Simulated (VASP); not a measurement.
Input of a VASP 6.6.1 run:

The input INCAR:

```
SYSTEM = Al12HC
PREC = Accurate
ENCUT = 520
EDIFF = 1E-7
ISMEAR = -1
SIGMA = 0.15
LREAL = .FALSE.
LASPH = .TRUE.
NELM = 100
ALGO = Normal
ISIF = 2
LWAVE = .FALSE.
LCHARG = .FALSE.
GGA = PE
NBANDS = 34
```

The input KPOINTS:

```
regular mesh
0
G
  3 3 1
  0 0 0
```

POSCAR

```
Al12HC
1.0
    5.7275650000      0.0000000000      0.0000000000
    2.8637820000      4.9602170000      0.0000000000
    0.0000000000      0.0000000000     17.6765370000
Al C H
12 1 1
Direct
    0.1666666208      0.1666667003      0.0565722234
    0.6666667081      0.1666667003      0.0565722234
    0.1666666712      0.6666665995      0.0565722234
    0.6666667585      0.6666665995      0.0565722234
   -0.1641466739      0.3319417275      0.1856308733
    0.3427692530      0.3267500192      0.1898246246
   -0.1628353611      0.8313269359      0.1865335954
    0.3427904174      0.8301227547      0.1898404648
   -0.0029633963     -0.0291561841      0.3189095805
    0.4795751299      0.0099505727      0.3292607030
   -0.0033836219      0.5314698934      0.3188386956
    0.5182606425      0.4904690662      0.3196380603
    1.0808856550      0.2092160484      0.3756765253
    1.0365646001      0.2315989401      0.4366877969
```

Potentials or basis: VASP PAW PBE potentials, release 64 (Al, C, H).

Command:

```sh
$ cat potpaw_PBE.64/Al/POTCAR potpaw_PBE.64/C/POTCAR potpaw_PBE.64/H/POTCAR > POTCAR
$ mpirun -np 1 vasp_std > vasp.out
```

Task: Predict the largest force.

Result: 0.625 eV/Å.

Forces in eV/Å, atoms in the order of the input:
```
Al  -0.125  0.071  0.065
Al   0.104  0.083 -0.032
Al  -0.005  0.003  0.033
Al  -0.021 -0.133 -0.032
Al  -0.027  0.015 -0.007
Al  -0.015  0.019 -0.012
Al  -0.024  0.014 -0.041
Al  -0.024  0.003 -0.012
Al  -0.184  0.102 -0.015
Al  -0.141  0.081  0.145
Al  -0.178  0.108 -0.013
Al  -0.124  0.072 -0.122
C    0.543 -0.310 -0.003
H    0.220 -0.128  0.047
```

Caveat: the k points lie up to 0.42 Å⁻¹ apart.
